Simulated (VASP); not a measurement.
# HfTaN2 (R-3m) in VASP: further runs

HfTaN2 is run at these levels: LDA; tasks: single point.

All numbers are computed with VASP 6.6.1; they aren't measurements. Logs are shortened: lines on timing, memory, paths and dates and some standing lists are left out, and cuts for length are marked.

### Step 1. The cell of the first run

The structure is trigonal, space group R-3m (No. 166). Conventional cell: a = 3.173 Å, b = 3.173 Å, c = 15.403 Å, α = 90.00°, β = 90.00°, γ = 120.00°. Within 3.0 Å of Hf (site symmetry -3m) lie 6 N at 2.23 Å. Ta (site symmetry -3m) has 6 N at 2.24 Å within 3.0 Å. Within 3.0 Å of N (site symmetry 3m) lie 3 Hf at 2.23 Å and 3 Ta at 2.24 Å.

### Step 2. Single point, LDA

Input file INCAR:

```
  PREC = Accurate
  ENCUT = 600
  EDIFF = 1E-6
  ISMEAR = -1
  SIGMA = 0.01
  LREAL = False
  LASPH = True
  NELM = 120
  ALGO = Normal
  ISIF = 2
  LWAVE = False
  LCHARG = False
  NBANDS = 24
  GGA_COMPAT = False
```

Input file KPOINTS:

```
Automatic mesh
0
Gamma
  3 3 3
```

Input file POSCAR:

```
HfTaN2
1.0
    1.5863160000      0.9158599696      5.1343890000
   -1.5863160000      0.9158599696      5.1343890000
    0.0000000000     -1.8317199392      5.1343890000
Hf Ta N
1 1 2
Direct
    0.0000000000      0.0000000000      0.0000000000
    0.5000000000      0.5000000000      0.5000000000
    0.2502983333      0.2502983333      0.2502983333
    0.7497016667      0.7497016667      0.7497016667
```

Potentials or basis: VASP PAW LDA potentials, release 64 (Hf_pv, Ta_pv, N).

Launch:

```sh
$ cat potpaw_LDA.64/Hf_pv/POTCAR potpaw_LDA.64/Ta_pv/POTCAR potpaw_LDA.64/N/POTCAR > POTCAR
$ mpirun -np 1 vasp_std > vasp.out
```

OUTCAR:

```text
PREC = Accurate
   ENCUT = 600
   EDIFF = 1E-6
   ISMEAR = -1
   LREAL = False
   LASPH = True
   NELM = 120
   ISIF = 2

 ion  position               nearest neighbor table
   1  0.000  0.000  0.000-   4 2.23   3 2.23   4 2.23   4 2.23   3 2.23   3 2.23   2 3.15   2 3.15
                             2 3.15   2 3.15   2 3.15   2 3.15
   2  0.500  0.500  0.500-   3 2.24   4 2.24   3 2.24   3 2.24   4 2.24   4 2.24   1 3.15   1 3.15
                             1 3.15   1 3.15   1 3.15   1 3.15
   3  0.250  0.250  0.250-   1 2.23   1 2.23   1 2.23   2 2.24   2 2.24   2 2.24
   4  0.750  0.750  0.750-   1 2.23   1 2.23   1 2.23   2 2.24   2 2.24   2 2.24

  LATTYP: Found a trigonal (rhomboedric) cell.
 ALAT       =     5.4513437187
 COS(alpha) =     0.8306433428

  Lattice vectors:

 A1 = (   1.5863160000,   0.9158599696,   5.1343890000)
 A2 = (  -1.5863160000,   0.9158599696,   5.1343890000)
 A3 = (   0.0000000000,  -1.8317199392,   5.1343890000)

Analysis of symmetry for initial positions (statically):
=====================================================================
 Subroutine PRICEL returns:
 Original cell was already a primitive cell.

 Routine SETGRP: Setting up the symmetry group for a
 trigonal (rhombohedral) supercell.

 Subroutine GETGRP returns: Found 12 space group operations
 (whereof 12 operations were pure point group operations)
 out of a pool of 12 trial point group operations.

The static configuration has the point symmetry D_3d.

Analysis of symmetry for dynamics (positions and initial velocities):
=====================================================================
 Subroutine PRICEL returns:
 Original cell was already a primitive cell.

 Routine SETGRP: Setting up the symmetry group for a
 trigonal (rhombohedral) supercell.

 Subroutine GETGRP returns: Found 12 space group operations
 (whereof 12 operations were pure point group operations)
 out of a pool of 12 trial point group operations.

The dynamic configuration has the point symmetry D_3d.

 Subroutine INISYM returns: Found 12 space group operations
 (whereof 12 operations are pure point group operations),
 and found     1 'primitive' translations

----------------------------------------------------------------------------------------

                                     Primitive cell

  volume of cell :      44.7568

  direct lattice vectors                    reciprocal lattice vectors
     1.586316000  0.915859970  5.134389000     0.315195711  0.181978329  0.064921714
    -1.586316000  0.915859970  5.134389000    -0.315195711  0.181978329  0.064921714
     0.000000000 -1.831719939  5.134389000     0.000000000 -0.363956658  0.064921714

  length of vectors
     5.451343719  5.451343719  5.451343719     0.369701606  0.369701606  0.369701606

  position of ions in fractional coordinates (direct lattice)
     0.000000000  0.000000000  0.000000000
     0.500000000  0.500000000  0.500000000
     0.250298333  0.250298333  0.250298333
     0.749701667  0.749701667  0.749701667

  ion indices of the primitive-cell ions
   primitive index   ion index
                 1           1
                 2           2
                 3           3
                 4           4

----------------------------------------------------------------------------------------

 KPOINTS: Automatic mesh

Automatic generation of k-mesh.
 Grid dimensions read from file:
 generate k-points for:    3    3    3

 Generating k-lattice:

  Cartesian coordinates                     Fractional coordinates (reciprocal lattice)
     0.105065237  0.060659443  0.021640571     0.333333333 -0.000000000  0.000000000
    -0.105065237  0.060659443  0.021640571    -0.000000000  0.333333333  0.000000000
     0.000000000 -0.121318886  0.021640571     0.000000000  0.000000000  0.333333333

  Length of vectors
     0.123233869  0.123233869  0.123233869

  Shift w.r.t. Gamma in fractional coordinates (k-lattice)
     0.000000000  0.000000000  0.000000000

 Subroutine IBZKPT returns following result:
 ===========================================

 Found      6 irreducible k-points:

 Following reciprocal coordinates:
            Coordinates               Weight
  0.000000  0.000000  0.000000      1.000000
  0.333333 -0.000000 -0.000000      6.000000
  0.333333  0.333333 -0.000000      6.000000
 -0.333333  0.333333  0.000000      6.000000
  0.333333  0.333333  0.333333      2.000000
 -0.333333  0.333333  0.333333      6.000000
   k-points           NKPTS =      6   k-points in BZ     NKDIM =      6   number of bands    NBANDS=     24
   number of dos      NEDOS =    301   number of ions     NIONS =      4
   total plane-waves  NPLWV = 110592
   dimension x,y,z NGX =    48 NGY =   48 NGZ =   48
   dimension x,y,z NGXF=    96 NGYF=   96 NGZF=   96
   ions per type =               1   1   2
   NGX,Y,Z   is equivalent  to a cutoff of  14.64, 14.64, 14.64 a.u.
   NGXF,Y,Z  is equivalent  to a cutoff of  29.28, 29.28, 29.28 a.u.
 SYSTEM =  unknown system
   PREC   = accura    normal or accurate (medium, high low for compatibility)
   ISTART =      0    job   : 0-new  1-cont  2-samecut
   ICHARG =      2    charge: 1-file 2-atom 10-const
   ISPIN  =      1    spin polarized calculation?
   LNONCOLLINEAR =      F non collinear calculations
   LSORBIT =      F    spin-orbit coupling
   LASPH  =      T    aspherical Exc in radial PAW
   ENCUT  =  600.0 eV  44.10 Ry    6.64 a.u.  10.89 10.89 10.89*2*pi/ulx,y,z
   NELM   =    120;   NELMIN=  2; NELMDL= -5     # of ELM steps
   EDIFF  = 0.1E-05   stopping-criterion for ELM
   LREAL  =      F    real-space projection
   EDIFFG = 0.1E-04   stopping-criterion for IOM
   NSW    =      0    number of steps for IOM
   IBRION =     -1    ionic relax: 0-MD 1-quasi-New 2-CG
   NFREE  =      0    steps in history (QN), initial steepest desc. (CG)
   ISIF   =      2    stress and relaxation
   ISYM   =      2    0-nonsym 1-usesym 2-fastsym
   POTIM  = 0.5000    time-step for ionic-motion
   TEBEG  =    0.0;   TEEND  =   0.0 temperature during run
   PSTRESS=    0.0 pullay stress
   NELECT =      31.0000    total number of electrons
   NUPDOWN=      -1.0000    fix difference up-down
   EMIN   =  10.00;   EMAX   =-10.00  energy-range for DOS
   EFERMI =   0.00;   METHOD = LEGACY
   ISMEAR =    -1;   SIGMA  =   0.01  broadening in eV -4-tet -1-fermi 0-gaus
   EFERMI_NEDOS =   21; number of points for ismear=-14 and -15
   IALGO  =     38    algorithm
   IMIX   =      4    mixing-type and parameters
     AMIX     =   0.40;   BMIX     =  1.00
     AMIX_MAG =   1.60;   BMIX_MAG =  1.00
  volume/ion in A,a.u.               =      11.19        75.51
  Fermi-wavevector in a.u.,A,eV,Ry     =   1.448469  2.737209 28.545862  2.098062
  Thomas-Fermi vector in A             =   2.566306
   LORBIT       =      0    0 simple, 1 ext, 2 COOP (PROOUT), +10 PAW based schemes
   GGA     = CA    functional components
   LHFCALC =     F    Hartree Fock is set to
   AEXX    =    0.0000 exact exchange contribution
   IVDW    =     0    specifies the selected vdW correction
   LEPSILON=     F    determine dielectric tensor
   LRPA    =     F    only Hartree local field effects (RPA)
 non-spin polarized calculation
  energy-cutoff  :      600.00
  volume of cell :       44.76
 maximum number of plane-waves:      1506
 NGX is ok and might be reduce to    48
   NGX = 21   NGY = 21   NGZ = 21

 number of electron      31.0000000 magnetization

 Free energy of the ion-electron system (eV)
  ---------------------------------------------------
  ext. energy  EPLUGINS =         0.00000000
  ---------------------------------------------------
  free energy    TOTEN  =       -47.75615756 eV

  energy without entropy =      -47.75365824  energy(sigma->0) =      -47.75490790

 E-fermi :   9.1044     XC(G=0): -13.2601

 val. band max:        8.7306901349   @ k =   0.3333  -0.0000  -0.0000
 cond. band min:       9.1154221426   @ k =  -0.3333   0.3333   0.0000
 fundamental gap:      0.3847320076
 Fermi energy:         9.1044359790

 k-point     1 :       0.0000    0.0000    0.0000
  band No.  band energies     occupation
      1     -27.1981      2.00000
      2     -26.9262      2.00000
      3     -26.9262      2.00000
      4     -22.8019      2.00000
      5     -22.3792      2.00000
      6     -22.3792      2.00000
      7      -9.1689      2.00000
      8      -6.2380      2.00000
      9      -0.8461      2.00000
     10       1.8108      2.00000
     11       1.8108      2.00000
     12       5.3186      2.00000
     13       5.3186      2.00000
     14       5.3500      2.00000
     15       7.2570      2.00000
     16       7.2570      2.00000
     17       7.4495      2.00000
     18       9.5423      0.00000
     19       9.5423      0.00000
     20      10.4115      0.00000
     21      11.4425      0.00000
     22      11.6008      0.00000
     23      11.6008      0.00000
     24      12.8710      0.00000

 k-point     2 :       0.3333   -0.0000   -0.0000
  band No.  band energies     occupation
      1     -27.3232      2.00000
      2     -27.0934      2.00000
      3     -27.0153      2.00000
      4     -22.9906      2.00000
      5     -22.7121      2.00000
      6     -22.5104      2.00000
      7      -7.5889      2.00000
      8      -7.0814      2.00000
      9       0.9439      2.00000
     10       1.0662      2.00000
     11       2.5900      2.00000
     12       2.6213      2.00000
     13       3.0585      2.00000
     14       3.5301      2.00000
     15       6.7855      2.00000
     16       8.7307      2.00000
     17      10.2420      0.00000
     18      10.3829      0.00000
     19      11.7010      0.00000
     20      11.8120      0.00000
     21      12.3192      0.00000
     22      12.4650      0.00000
     23      13.4357      0.00000
     24      15.8994      0.00000

 k-point     3 :       0.3333    0.3333   -0.0000
  band No.  band energies     occupation
      1     -27.3283      2.00000
      2     -27.0987      2.00000
      3     -27.0164      2.00000
      4     -22.9785      2.00000
      5     -22.7003      2.00000
      6     -22.5076      2.00000
      7      -7.5931      2.00000
      8      -7.1484      2.00000
      9       0.4521      2.00000
     10       1.9803      2.00000
     11       2.4087      2.00000
     12       2.4598      2.00000
     13       2.9183      2.00000
     14       3.7060      2.00000
     15       6.0523      2.00000
     16       9.3066      0.00000
     17       9.7722      0.00000
     18      10.1776      0.00000
     19      12.5476      0.00000
     20      12.6169      0.00000
     21      12.9175      0.00000
     22      13.6279      0.00000
     23      13.8873      0.00000
     24      15.1086      0.00000

 k-point     4 :      -0.3333    0.3333    0.0000
  band No.  band energies     occupation
      1     -27.2950      2.00000
      2     -27.2906      2.00000
      3     -27.0503      2.00000
      4     -22.9305      2.00000
      5     -22.9202      2.00000
      6     -22.6478      2.00000
      7      -7.0939      2.00000
      8      -7.0923      2.00000
      9       0.9790      2.00000
     10       1.0450      2.00000
     11       2.4660      2.00000
     12       2.6402      2.00000
     13       2.6691      2.00000
     14       2.7004      2.00000
     15       8.3792      2.00000
     16       9.1154      0.50000
     17       9.2453      0.00000
     18      11.3099      0.00000
     19      11.6600      0.00000
     20      12.6693      0.00000
     21      13.1385      0.00000
     22      13.6050      0.00000
     23      15.0117      0.00000
     24      15.9924      0.00000

 k-point     5 :       0.3333    0.3333    0.3333
  band No.  band energies     occupation
      1     -27.1748      2.00000
      2     -26.9261      2.00000
      3     -26.9261      2.00000
      4     -22.8574      2.00000
      5     -22.3798      2.00000
      6     -22.3798      2.00000
      7      -8.5388      2.00000
      8      -7.1274      2.00000
      9       0.4570      2.00000
     10       2.3595      2.00000
     11       2.3595      2.00000
     12       3.2244      2.00000
     13       3.9374      2.00000
     14       3.9374      2.00000
     15       7.9327      2.00000
     16       7.9832      2.00000
     17       7.9832      2.00000
     18       9.5589      0.00000
     19      10.3798      0.00000
     20      10.3798      0.00000
     21      11.4503      0.00000
     22      11.4503      0.00000
     23      12.0427      0.00000
     24      13.9380      0.00000

 k-point     6 :      -0.3333    0.3333    0.3333
  band No.  band energies     occupation
      1     -27.3294      2.00000
      2     -27.0914      2.00000
      3     -27.0159      2.00000
      4     -22.9744      2.00000
      5     -22.7179      2.00000
      6     -22.5089      2.00000
      7      -7.7880      2.00000
      8      -6.8106      2.00000
      9       0.0695      2.00000
     10       1.4685      2.00000
     11       2.0935      2.00000
     12       2.5994      2.00000
     13       4.3902      2.00000
     14       4.4334      2.00000
     15       4.6834      2.00000
     16       9.6243      0.00000
     17       9.8970      0.00000
     18      10.9684      0.00000
     19      11.3473      0.00000
     20      12.2528      0.00000
     21      12.4375      0.00000
     22      12.5956      0.00000
     23      13.2918      0.00000
     24      15.8760      0.00000

------------------------ aborting loop because EDIFF is reached ----------------------------------------

  FORCE on cell =-STRESS in cart. coord.  units (eV):
  Direction    XX          YY          ZZ          XY          YZ          ZX
  --------------------------------------------------------------------------------------
  -------------------------------------------------------------------------------------
  Total       -4.0778132     -4.0778132     -2.6938762      0.0000000      0.0000000      0.0000000
  in kB     -145.9752114   -145.9752114    -96.4338304      0.0000000      0.0000000      0.0000000
  external PRESSURE =    -129.4614177 kB  Pullay stress =       0.0000000 kB

 VOLUME and BASIS-vectors are now :
 -----------------------------------------------------------------------------
  energy-cutoff  :      600.00
  volume of cell :       44.76
      direct lattice vectors                 reciprocal lattice vectors
     1.586316000  0.915859970  5.134389000     0.315195711  0.181978329  0.064921714
    -1.586316000  0.915859970  5.134389000    -0.315195711  0.181978329  0.064921714
     0.000000000 -1.831719939  5.134389000     0.000000000 -0.363956658  0.064921714

 POSITION                                       TOTAL-FORCE (eV/Angst)
 -----------------------------------------------------------------------------------
      0.00000      0.00000      0.00000        -0.000000      0.000000     -0.000000
      0.00000      0.00000      7.70158         0.000000      0.000000     -0.000000
      0.00000      0.00000      3.85539        -0.000000     -0.000000     -0.818010
      0.00000      0.00000     11.54778        -0.000000      0.000000      0.818010
 -----------------------------------------------------------------------------------
    total drift:                                0.000000      0.000000     -0.000000

  FREE ENERGIE OF THE ION-ELECTRON SYSTEM (eV)
  ---------------------------------------------------
  free  energy   TOTEN  =       -47.7561575597 eV

  energy  without entropy=      -47.7536582448  energy(sigma->0) =      -47.75490790
```

Wall time 18 s (1 thread of AMD EPYC 9R45 (Zen 5), shared host); peak memory 0.23 GiB.

Results:

* Free energy: -47.7562 eV
* Pressure: -12.9 GPa
* Largest force: 0.818 eV/Å
* Band gap on the k mesh: zero (an odd number of electrons rules out a gap without spin polarisation)

Forces in eV/Å, atoms in the order of the input:
```
Hf   0.000  0.000  0.000
Ta   0.000  0.000  0.000
N    0.000  0.000 -0.818
N    0.000  0.000  0.818
```

Levels at points of the mesh, in eV from the Fermi level:
```
           k point  band 13  band 14  band 15  band 16  band 17  band 18
(0.00, 0.00, 0.00)    -3.79    -3.75    -1.85    -1.85    -1.65     0.44
```

Caveat: the k points lie up to 0.77 Å⁻¹ apart, too coarse for converged energies and pressures of a metal; spin-orbit coupling is left out, which moves the levels of the heavy elements; an odd number of electrons without spin polarisation forces a metal; a magnetic or distorted state may lie lower.

### Step 3. Single point, LDA

Input file INCAR:

```
SYSTEM = HfTaN2
  PREC = Accurate
  ENCUT = 600
  EDIFF = 1E-6
  ISMEAR = -1
  SIGMA = 0.01
  LREAL = .False.
  LASPH = .True.
  NELM = 120
  ALGO = Normal
  ISIF = 2
  LWAVE = .False.
  LCHARG = .False.
  GGA = CA
  NBANDS = 24
  GGA_COMPAT = .False.
```

Input file KPOINTS:

```
regular mesh
0
Gamma
  4 4 4
  0 0 0
```

POSCAR is that of step 2.

Potentials or basis: VASP PAW LDA potentials, release 64 (Hf_pv, Ta_pv, N).

Launch:

```sh
$ cat potpaw_LDA.64/Hf_pv/POTCAR potpaw_LDA.64/Ta_pv/POTCAR potpaw_LDA.64/N/POTCAR > POTCAR
$ mpirun -np 1 vasp_std > vasp.out
```

Run time: 33 s. Hardware: 1 thread of AMD EPYC 9R45 (Zen 5), shared host; peak memory 0.24 GiB.

It converged, with:

```
Free energy            : -48.0196 eV
Pressure               : -14.0 GPa
Largest force          : 0.203 eV/Å
Band gap on the k mesh : zero (an odd number of electrons rules out a gap without spin polarisation)
```

Forces on the atoms (eV/Å):
```
Hf   0.000  0.000  0.000
Ta   0.000  0.000  0.000
N    0.000  0.000 -0.203
N    0.000  0.000  0.203
```

Stress tensor (GPa, compression positive):
```
-13.86   0.00   0.00
  0.00 -13.86   0.00
  0.00   0.00 -14.33
```

Levels at points of the mesh, in eV from the Fermi level:
```
           k point  band 13  band 14  band 15  band 16  band 17  band 18  band 19  band 20
(0.00, 0.00, 0.00)    -3.49    -3.44    -1.53    -1.53    -1.37     0.73     0.73     1.61
(0.50, 0.00, 0.00)    -5.87    -5.71    -1.85    -0.98     2.32     2.34     3.67     4.18
(0.50, 0.50, 0.00)    -4.74    -4.22    -4.17     2.09     2.12     2.70     2.76     4.09
(0.50, 0.50, 0.50)    -5.60    -5.60    -0.69    -0.39    -0.39     0.20     0.95     0.95
```

Caveat: the k points lie up to 0.58 Å⁻¹ apart, too coarse for converged energies and pressures of a metal; spin-orbit coupling is left out, which moves the levels of the heavy elements; an odd number of electrons without spin polarisation forces a metal; a magnetic or distorted state may lie lower.

The gap in the log of VASP goes by the Fermi energy; the results here count the filled bands.